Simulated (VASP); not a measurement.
# Si (Fd-3m) in VASP: relaxation of cell and atoms with r2SCAN

Aim: the relaxation of cell and atoms of Si with r2SCAN.

All numbers are computed with VASP 6.6.1; they aren't measurements. Logs are shortened: lines on timing, memory, paths and dates and some standing lists are left out, and cuts for length are marked.

## Step 1: The cell of the first run

The structure is cubic, space group Fd-3m (No. 227). The conventional cell has a = 5.430 Å, b = 5.430 Å, c = 5.430 Å, α = 90.00°, β = 90.00°, γ = 90.00°. Within 3.1 Å of Si (site symmetry -43m) lie 4 Si at 2.35 Å.

## Step 2: Relaxation of cell and atoms, r2SCAN

Contents of POSCAR:

```
Si
1.0
    2.7150000000      2.7150000000      0.0000000000
   -2.7150000000      2.7150000000      0.0000000000
    0.0000000000      0.0000000000      5.4300000000
Si
4
Direct
    0.0000000000      0.0000000000      0.0000000000
    0.0000000000      0.5000000000      0.7500000000
    0.5000000000      0.0000000000      0.2500000000
    0.5000000000      0.5000000000      0.5000000000
```

Contents of INCAR.step1:

```
SYSTEM = Si
PREC = Accurate ; ENCUT = 600
ISMEAR = 0 ; SIGMA = 0.03
LREAL = .FALSE. ; LASPH = .TRUE.
NELM = 80 ; GGA = PE
ALGO = Normal ; EDIFF = 1E-4
LWAVE = .TRUE. ; LCHARG = .FALSE.
```

Contents of INCAR.step2:

```
SYSTEM = Si
PREC = Accurate ; ENCUT = 600
EDIFF = 1E-6 ; ISMEAR = 0
SIGMA = 0.03 ; LREAL = .FALSE.
LASPH = .TRUE. ; NELM = 80
ALGO = Normal ; ISIF = 3
LWAVE = .FALSE. ; LCHARG = .FALSE.
METAGGA = R2SCAN ; LMIXTAU = .TRUE.
IBRION = 2 ; NSW = 80
EDIFFG = -0.002 ; ISTART = 1
```

Contents of KPOINTS:

```
Automatic mesh
0
G
  10 10 7
  0 0 0
```

Potentials or basis: VASP PAW PBE potentials, release 64 (Si).

Run with:

```console
cat potpaw_PBE.64/Si/POTCAR > POTCAR
cp INCAR.step1 INCAR
mpirun -np 1 vasp_std > vasp.out
cp INCAR.step2 INCAR
mpirun -np 1 vasp_std > vasp.out
```

OUTCAR:

```text
SYSTEM = Si
   PREC = Accurate
   ENCUT = 600
   EDIFF = 1E-6
   ISMEAR = 0
   LREAL = .FALSE.
   LASPH = .TRUE.
   NELM = 80
   ISIF = 3
   METAGGA = R2SCAN
   IBRION = 2
   NSW = 80
   EDIFFG = -0.002
   ISTART = 1

 ion  position               nearest neighbor table
   1  0.000  0.000  0.000-   2 2.35   3 2.35   2 2.35   3 2.35
   2  0.000  0.500  0.750-   1 2.35   4 2.35   1 2.35   4 2.35
   3  0.500  0.000  0.250-   1 2.35   4 2.35   4 2.35   1 2.35
   4  0.500  0.500  0.500-   2 2.35   3 2.35   3 2.35   2 2.35

  LATTYP: Found a simple tetragonal cell.
 ALAT       =     3.8395898218
 C/A-ratio  =     1.4142135624

  Lattice vectors:

 A1 = (   2.7150000000,   2.7150000000,   0.0000000000)
 A2 = (  -2.7150000000,   2.7150000000,   0.0000000000)
 A3 = (   0.0000000000,   0.0000000000,   5.4300000000)

Analysis of symmetry for initial positions (statically):
=====================================================================
 Subroutine PRICEL returns following result:

  LATTYP: Found a face centered cubic cell.
 ALAT       =     5.4300000000

  Lattice vectors:

 A1 = (   0.0000000000,  -2.7150000000,  -2.7150000000)
 A2 = (   2.7150000000,   0.0000000000,  -2.7150000000)
 A3 = (   2.7150000000,  -2.7150000000,  -0.0000000000)

   2 primitive cells build up your supercell.

 Routine SETGRP: Setting up the symmetry group for a
 simple tetragonal supercell.

 Subroutine GETGRP returns: Found 16 space group operations
 (whereof  8 operations were pure point group operations)
 out of a pool of 16 trial point group operations.

The static configuration has the point symmetry D_2d.
 The point group associated with its full space group is D_4h.

Analysis of symmetry for dynamics (positions and initial velocities):
=====================================================================
 Subroutine PRICEL returns following result:

  LATTYP: Found a face centered cubic cell.
 ALAT       =     5.4300000000

  Lattice vectors:

 A1 = (   0.0000000000,  -2.7150000000,  -2.7150000000)
 A2 = (   2.7150000000,   0.0000000000,  -2.7150000000)
 A3 = (   2.7150000000,  -2.7150000000,  -0.0000000000)

   2 primitive cells build up your supercell.

 Routine SETGRP: Setting up the symmetry group for a
 simple tetragonal supercell.

 Subroutine GETGRP returns: Found 16 space group operations
 (whereof  8 operations were pure point group operations)
 out of a pool of 16 trial point group operations.

The dynamic configuration has the point symmetry D_2d.
 The point group associated with its full space group is D_4h.

 Subroutine INISYM returns: Found 16 space group operations
 (whereof  8 operations are pure point group operations),
 and found     2 'primitive' translations

----------------------------------------------------------------------------------------

                                     Primitive cell

  volume of cell :      40.0258

  direct lattice vectors                    reciprocal lattice vectors
     0.000000000 -2.715000000 -2.715000000    -0.184162063 -0.184162063 -0.184162063
     2.715000000  0.000000000 -2.715000000     0.184162063  0.184162063 -0.184162063
     2.715000000 -2.715000000 -0.000000000     0.184162063 -0.184162063  0.184162063

  length of vectors
     3.839589822  3.839589822  3.839589822     0.318978049  0.318978049  0.318978049

  position of ions in fractional coordinates (direct lattice)
     0.000000000  0.000000000  0.000000000
     0.250000000  0.250000000  0.250000000

  ion indices of the primitive-cell ions
   primitive index   ion index
                 1           1
                 2           2

----------------------------------------------------------------------------------------

 KPOINTS: Automatic mesh

Automatic generation of k-mesh.
 Grid dimensions read from file:
 generate k-points for:   10   10    7

 Generating k-lattice:

  Cartesian coordinates                     Fractional coordinates (reciprocal lattice)
     0.018416206  0.018416206  0.000000000     0.100000000  0.000000000  0.000000000
    -0.018416206  0.018416206  0.000000000     0.000000000  0.100000000  0.000000000
     0.000000000  0.000000000  0.026308866     0.000000000  0.000000000  0.142857143

  Length of vectors
     0.026044449  0.026044449  0.026308866

  Shift w.r.t. Gamma in fractional coordinates (k-lattice)
     0.000000000  0.000000000  0.000000000

 Subroutine IBZKPT returns following result:
 ===========================================

 Found     84 irreducible k-points:

 Following reciprocal coordinates:
            Coordinates               Weight
  0.000000  0.000000  0.000000      1.000000
  0.100000  0.000000  0.000000      4.000000
  0.200000  0.000000  0.000000      4.000000
  0.300000  0.000000  0.000000      4.000000
  0.400000  0.000000  0.000000      4.000000
  0.500000  0.000000  0.000000      2.000000
[... 16 lines left out ...]
  0.100000  0.000000  0.142857      8.000000
  0.200000  0.000000  0.142857      8.000000
 [... further k-points ...]
   k-points           NKPTS =     84   k-points in BZ     NKDIM =     84   number of bands    NBANDS=     12
   number of dos      NEDOS =    301   number of ions     NIONS =      4
   total plane-waves  NPLWV =  49152
   dimension x,y,z NGX =    32 NGY =   32 NGZ =   48
   dimension x,y,z NGXF=    64 NGYF=   64 NGZF=   96
   ions per type =               4
   NGX,Y,Z   is equivalent  to a cutoff of  13.86, 13.86, 14.70 a.u.
   NGXF,Y,Z  is equivalent  to a cutoff of  27.71, 27.71, 29.39 a.u.
 SYSTEM =  Si
   PREC   = accura    normal or accurate (medium, high low for compatibility)
   ISTART =      1    job   : 0-new  1-cont  2-samecut
   ICHARG =      0    charge: 1-file 2-atom 10-const
   ISPIN  =      1    spin polarized calculation?
   LNONCOLLINEAR =      F non collinear calculations
   LSORBIT =      F    spin-orbit coupling
   LASPH  =      T    aspherical Exc in radial PAW
   ENCUT  =  600.0 eV  44.10 Ry    6.64 a.u.   7.67  7.67 10.85*2*pi/ulx,y,z
   NELM   =     80;   NELMIN=  2; NELMDL=  0     # of ELM steps
   EDIFF  = 0.1E-05   stopping-criterion for ELM
   LREAL  =      F    real-space projection
   EDIFFG = -.2E-02   stopping-criterion for IOM
   NSW    =     80    number of steps for IOM
   IBRION =      2    ionic relax: 0-MD 1-quasi-New 2-CG
   NFREE  =      1    steps in history (QN), initial steepest desc. (CG)
   ISIF   =      3    stress and relaxation
   ISYM   =      2    0-nonsym 1-usesym 2-fastsym
   POTIM  = 0.5000    time-step for ionic-motion
   TEBEG  =    0.0;   TEEND  =   0.0 temperature during run
   PSTRESS=    0.0 pullay stress
   NELECT =      16.0000    total number of electrons
   NUPDOWN=      -1.0000    fix difference up-down
   EMIN   =  10.00;   EMAX   =-10.00  energy-range for DOS
   EFERMI =   0.00;   METHOD = LEGACY
   ISMEAR =     0;   SIGMA  =   0.03  broadening in eV -4-tet -1-fermi 0-gaus
   EFERMI_NEDOS =   21; number of points for ismear=-14 and -15
   IALGO  =     38    algorithm
   IMIX   =      4    mixing-type and parameters
     AMIX     =   0.40;   BMIX     =  1.00
     AMIX_MAG =   1.60;   BMIX_MAG =  1.00
  volume/ion in A,a.u.               =      20.01       135.05
  Fermi-wavevector in a.u.,A,eV,Ry     =   0.957176  1.808800 12.465458  0.916185
  Thomas-Fermi vector in A             =   2.086170
   LORBIT       =      0    0 simple, 1 ext, 2 COOP (PROOUT), +10 PAW based schemes
   METAGGA = R2SCAN    functional components
   LHFCALC =     F    Hartree Fock is set to
   AEXX    =    0.0000 exact exchange contribution
   IVDW    =     0    specifies the selected vdW correction
   LEPSILON=     F    determine dielectric tensor
   LRPA    =     F    only Hartree local field effects (RPA)
 conjugate gradient relaxation of ions
 non-spin polarized calculation
 Gauss-broadening in eV      SIGMA  =   0.03
  energy-cutoff  :      600.00
  volume of cell :       80.05
 maximum number of plane-waves:      2701
 NGX is ok and might be reduce to    32
   NGX = 15   NGY = 15   NGZ = 21

--------------------------------------- Ionic step        1  -------------------------------------------

 number of electron      16.0000000 magnetization

 Free energy of the ion-electron system (eV)
  ---------------------------------------------------
  ext. energy  EPLUGINS =         0.00000000
  ---------------------------------------------------
  free energy    TOTEN  =       -35.09923759 eV

  energy without entropy =      -35.09923759  energy(sigma->0) =      -35.09923759

------------------------ aborting loop because EDIFF is reached ----------------------------------------

  FORCE on cell =-STRESS in cart. coord.  units (eV):
  Direction    XX          YY          ZZ          XY          YZ          ZX
  --------------------------------------------------------------------------------------
  -------------------------------------------------------------------------------------
  Total        0.2677065      0.2677065      0.2630214      0.0000000      0.0000000      0.0000000
  in kB        5.3579659      5.3579659      5.2641982      0.0000000      0.0000000      0.0000000
  external PRESSURE =       5.3267100 kB  Pullay stress =       0.0000000 kB
[... 61 lines left out ...]
  energy  without entropy=      -35.0995091336  energy(sigma->0) =      -35.09950913

--------------------------------------- Ionic step        3  -------------------------------------------

 number of electron      15.9999999 magnetization

 Free energy of the ion-electron system (eV)
  ---------------------------------------------------
  ext. energy  EPLUGINS =         0.00000000
  ---------------------------------------------------
  free energy    TOTEN  =       -35.09994362 eV

  energy without entropy =      -35.09994362  energy(sigma->0) =      -35.09994362

 E-fermi :   5.8269     XC(G=0):  -9.8351

 val. band max:        5.6865991124   @ k =   0.0000   0.0000   0.0000
 cond. band min:       6.4702463751   @ k =   0.0000   0.0000   0.1429
 fundamental gap:      0.7836472627
 Fermi energy:         5.8268726887

 k-point     1 :       0.0000    0.0000    0.0000
  band No.  band energies     occupation
      1      -6.8039      2.00000
      2      -2.4546      2.00000
      3      -2.4546      2.00000
      4       2.6884      2.00000
      5       2.6884      2.00000
      6       5.6863      2.00000
      7       5.6863      2.00000
      8       5.6866      2.00000
      9       6.6175      0.00000
     10       6.6175      0.00000
     11       8.4430      0.00000
     12       8.4431      0.00000
[... 331 lines left out ...]
 k-point    24 :       0.2000    0.0000    0.1429
  band No.  band energies     occupation
      1      -6.3487      2.00000
      2      -3.3955      2.00000
      3      -1.3527      2.00000
      4       1.6655      2.00000
      5       2.9551      2.00000
      6       3.0578      2.00000
      7       4.9516      2.00000
      8       5.2650      2.00000
      9       7.0519      0.00000
     10       8.3632      0.00000
     11       9.0775      0.00000
     12       9.2589      0.00000

 [... further k-points ...]

------------------------ aborting loop because EDIFF is reached ----------------------------------------

  FORCE on cell =-STRESS in cart. coord.  units (eV):
  Direction    XX          YY          ZZ          XY          YZ          ZX
  --------------------------------------------------------------------------------------
  -------------------------------------------------------------------------------------
  Total        0.0030689      0.0030689      0.0000939      0.0000000      0.0000000      0.0000000
  in kB        0.0610937      0.0610937      0.0018697      0.0000000      0.0000000      0.0000000
  external PRESSURE =       0.0413523 kB  Pullay stress =       0.0000000 kB
[... 19 lines left out ...]
  FREE ENERGIE OF THE ION-ELECTRON SYSTEM (eV)
  ---------------------------------------------------
  free  energy   TOTEN  =       -35.0999436158 eV

  energy  without entropy=      -35.0999436158  energy(sigma->0) =      -35.09994362

 reached required accuracy - stopping structural energy minimisation
```

It took 4 min on 1 thread of Intel Xeon 6975P-C (Granite Rapids), shared host; peak memory 0.26 GiB.

What came out:

| Property | Result |
| --- | --- |
| Free energy | -35.0999 eV |
| Relaxed volume | 20.12 Å³/atom |
| Relaxed cell | a = 3.847 Å, b = 3.847 Å, c = 5.440 Å, α = 90.00°, β = 90.00°, γ = 90.00° |
| Space group after relaxing (to 0.1 Å) | Fd-3m (No. 227) |
| Energy gained by relaxing | 0.2 meV/atom |
| Ionic steps | 3 |
| Pressure after relaxing | 0.0 GPa |
| Band gap on the k mesh | 0.78 eV |

The path:
```tsv
step	energy change (eV)	largest force (eV/Å)	pressure (GPa)	volume (Å³)
1	0.0000	0.0000	0.53	80.05
2	-0.0003	0.0000	-0.41	80.82
3	-0.0007	0.0000	0.00	80.48
```

Final structure:
```
Si
1.0
     2.71989    2.71989    0.00000
    -2.71989    2.71989    0.00000
     0.00000    0.00000    5.43960
Si
4
Direct
  0.00000 0.00000 0.00000
  0.00000 0.50000 0.75000
  0.50000 0.00000 0.25000
  0.50000 0.50000 0.50000
```

Caveat: the PAW data sets were made with another functional, which shifts forces and pressure a little.
